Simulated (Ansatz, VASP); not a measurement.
## Mg in VASP and in Ansatz

The input INCAR:

```
SYSTEM = Mg
PREC = Accurate
ENCUT = 520
EDIFF = 1E-6
ISMEAR = 0
SIGMA = 0.15
LREAL = .False.
LASPH = .True.
NELM = 80
ALGO = Fast
ISIF = 2
LWAVE = .False.
LCHARG = .True.
GGA = PE
LELF = .True.
LVHAR = .True.
NBANDS = 7
```

File KPOINTS:

```
Automatic mesh
0
Gamma
  18 18 16
  0 0 0
```

File POSCAR:

```
Mg
1.0
    3.0502998005      0.0000000000      0.0000000000
   -1.5251499003      2.6416371164      0.0000000000
    0.0000000000      0.0000000000      3.1666310728
Mg
1
Direct
    0.0000000000      0.0000000000      0.0000000000
```

Input for Ansatz:

```yaml
crystal:
  lattice:
    - [3.0502998005, 0.0, 0.0]
    - [-1.5251499003, 2.6416371164, 0.0]
    - [0.0, 0.0, 3.1666310728]
  atoms:
    - { symbol: Mg, position: [0.0, 0.0, 0.0] }
basis:
  ecutwfc: 420
kpoints:
  mp_grid: { grid: [18, 18, 16] }
hamiltonian:
  xc: pbe
scf:
  occupations: { method: gaussian, width: 0.15 }
output:
  forces: true
  stress: true
  eigenvalues: true
```

Change from the starting cell: strain +0.000 along x and y, +0.040 along z, atoms carried along.

Alike in both runs: task single point; functional PBE; k mesh 18 × 18 × 16; occupations gaussian, width 0.15 eV; no spin polarisation.

|  | VASP | Ansatz |
| --- | --- | --- |
| version | VASP 6.6.1 | Ansatz 0.2.0 |
| potentials or method | VASP PAW PBE potentials, release 64 (Mg), cutoff 520 eV | scalar-relativistic, plane waves, PAW |
| valence electrons in the cell | 2 | 10 |

|  | VASP | Ansatz | Ansatz less VASP |
| --- | --- | --- | --- |
| gap on the k mesh at the Fermi level (eV) | none | none | - |
| pressure (GPa) | 0.4 | 0.5 | +0.08 |
| traceless stress, the component that is largest in VASP (GPa) | -1.62 | -1.64 | -0.021 |

A gap of «none» marks a metal or a gap that the smearing closes. VASP's potentials hold 2 valence electrons a cell and Ansatz's 10, so a difference there can come from the potentials and not from the codes.
